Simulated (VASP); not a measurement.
Wanted: the native input for a VASP 6.6.1 run.

```
Task                   : single point
Functional             : PBE
Potentials or basis    : VASP PAW PBE potentials, release 64 (Zn, S)
Cutoff                 : 520 eV
k mesh                 : 6 × 6 × 4
Occupations            : gaussian, width 0.1 eV
Spin                   : no spin polarisation
Dipole correction      : no
Further INCAR settings : ALGO = Normal; EDIFF = 1e-07; NBANDS = 26
```

The structure of ZnS lies in POSCAR:

```
ZnS
1.0
    3.7026735072      0.0000000000      0.0000000000
   -1.8513367536      3.2066093192      0.0000000000
    0.0000000000      0.0000000000      5.9764498191
Zn S
2 2
Direct
    0.6666666667      0.3333333333      0.5006044111
    0.3333333333      0.6666666667      0.0006044111
    0.6666666667      0.3333333333      0.8797055889
    0.3333333333      0.6666666667      0.3797055889
```

These files were run (other wordings do the same):

INCAR

```
ALGO = Normal ; EDIFF = 1E-7
ENCUT = 520 ; GGA = PE
ISIF = 2 ; ISMEAR = 0
LASPH = True ; LCHARG = False
LREAL = False ; LWAVE = False
NBANDS = 26 ; NELM = 80
PREC = Accurate ; SIGMA = 0.1
```

KPOINTS

```
k-points
0
Gamma
  6 6 4
```

Potentials or basis: VASP PAW PBE potentials, release 64 (Zn, S).

Run with:

```console
$ cat potpaw_PBE.64/Zn/POTCAR potpaw_PBE.64/S/POTCAR > POTCAR
$ mpirun -np 1 vasp_std > vasp.out
```

Results of the run:

| Quantity | Value |
| --- | --- |
| Pressure | 12.2 GPa |
| Largest force | 0.074 eV/Å |
| Band gap on the k mesh | 2.73 eV, direct |

Run time: 22 s on 1 thread of Intel(R) Xeon(R) Platinum 8559C (Emerald Rapids), on a shared host, peak memory 0.19 GiB.
